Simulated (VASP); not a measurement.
Input of a VASP 6.6.1 run:

The input INCAR:

```
SYSTEM = Ca
PREC = Accurate ; ENCUT = 520
EDIFF = 1E-6 ; ISMEAR = 0
SIGMA = 0.05 ; LREAL = .False.
LASPH = .True. ; NELM = 60
ALGO = Fast ; ISIF = 2
LWAVE = .False. ; LCHARG = .False.
GGA = PE ; NBANDS = 17
```

File KPOINTS:

```
regular mesh
0
Gamma
  12 12 6
  0 0 0
```

POSCAR

```
Ca
1.0
    3.9800000000      0.0000000000      0.0000000000
   -1.9900000000      3.4467811071      0.0000000000
    0.0000000000      0.0000000000      6.5200000000
Ca
2
Direct
    0.3458961474      0.6666666667      0.2500000000
    0.6666666667      0.3333333333      0.7500000000
```

Potentials or basis: VASP PAW PBE potentials, release 64 (Ca_sv).

Run with:

```sh
$ cat potpaw_PBE.64/Ca_sv/POTCAR > POTCAR
$ mpirun -np 1 vasp_std > vasp.out
```

(1) What does it give for the pressure?

(2) Estimate the band gap on the k mesh.

(3) Predict the largest force.

Results:

(1) -0.9 GPa.

(2) zero (bands 10 and 11 overlap by 0.53 eV).

(3) 0.018 eV/Å.
